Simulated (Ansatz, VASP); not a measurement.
## Two plane-wave programs on AlAs

```xyz
2
Lattice="0.0000 2.8372 2.8372 2.8372 0.0000 2.8372 2.8372 2.8372 0.0000" Properties=species:S:1:pos:R:3 pbc="T T T"
Al    0.0000    0.0000    0.0000
As    1.4186    1.4186    1.4186
```

Alike in both runs: functional PBEsol; k mesh 8 × 8 × 8; occupations gaussian, width 0.02 eV; no spin polarisation.

Ansatz relaxed the structure, and its values are those at the end. VASP's run is a single point on that final structure, the one shown.

```csv
,VASP,Ansatz
version,VASP 6.6.1,Ansatz 0.2.0
potentials or method,"VASP PAW PBE potentials, release 64 (Al, As), cutoff 500 eV","scalar-relativistic, plane waves, PAW"
valence electrons in the cell,8,18
```

```csv
,VASP,Ansatz,Ansatz less VASP
gap on the k mesh at the Fermi level (eV),1.33,1.34,+0.012
least direct gap on the mesh (eV),1.92,1.91,-0.014
pressure (GPa),0.3,0.0,-0.28
```

VASP's potentials were made for PBE, not for PBEsol, and Ansatz warns of the same on its side. With one functional, cell and mesh, what is left measures potentials, basis and numerics. VASP's potentials hold 8 valence electrons a cell and Ansatz's 18, so a difference there can come from the potentials and not from the codes.
